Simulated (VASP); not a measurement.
Wanted: the native input for a VASP 6.6.1 run.

- Task: single point
- Functional: PBE
- Potentials or basis: VASP PAW PBE potentials, release 64 (Fe)
- Cutoff: 520 eV
- k mesh: 20 × 20 × 20
- Occupations: gaussian, width 0.1 eV
- Spin: collinear spin, ferromagnetic start
- Starting moments: [2.44] μB
- Dipole correction: no
- Further INCAR settings: ALGO = Fast; EDIFF = 1e-06; NBANDS = 14

The structure of Fe lies in POSCAR:

```
Fe
1.0
   -1.4430000000      1.4430000000      1.4430000000
    1.4430000000     -1.4430000000      1.4430000000
    1.4430000000      1.4430000000     -1.4430000000
Fe
1
Direct
    0.0000000000      0.0000000000      0.0000000000
```

The input as run:

INCAR

```
PREC = Accurate ; ENCUT = 520
EDIFF = 1E-6 ; ISMEAR = 0
SIGMA = 0.1 ; LREAL = F
LASPH = T ; NELM = 150
ALGO = Fast ; ISIF = 2
LWAVE = F ; LCHARG = T
ISPIN = 2 ; MAGMOM = 2.44
LORBIT = 11 ; LMAXMIX = 4
GGA = PE ; LELF = T
LVHAR = T ; NBANDS = 14
```

KPOINTS

```
Automatic mesh
0
Gamma
  20 20 20
```

Potentials or basis: VASP PAW PBE potentials, release 64 (Fe).

Launch:

```console
$ cat potpaw_PBE.64/Fe/POTCAR > POTCAR
$ mpirun -np 1 vasp_std > vasp.out
```

Results of the run:

- Pressure: -9.4 GPa
- Net moment: 2.29 μB per cell
- Site moments: Fe +2.29 μB
- Valence electrons inside the program's atomic spheres: Fe 7.16

Run time: 55 s on 1 thread of AMD EPYC 9R45 96-Core Processor (Zen 5) (shared host), peak memory 0.15 GiB.
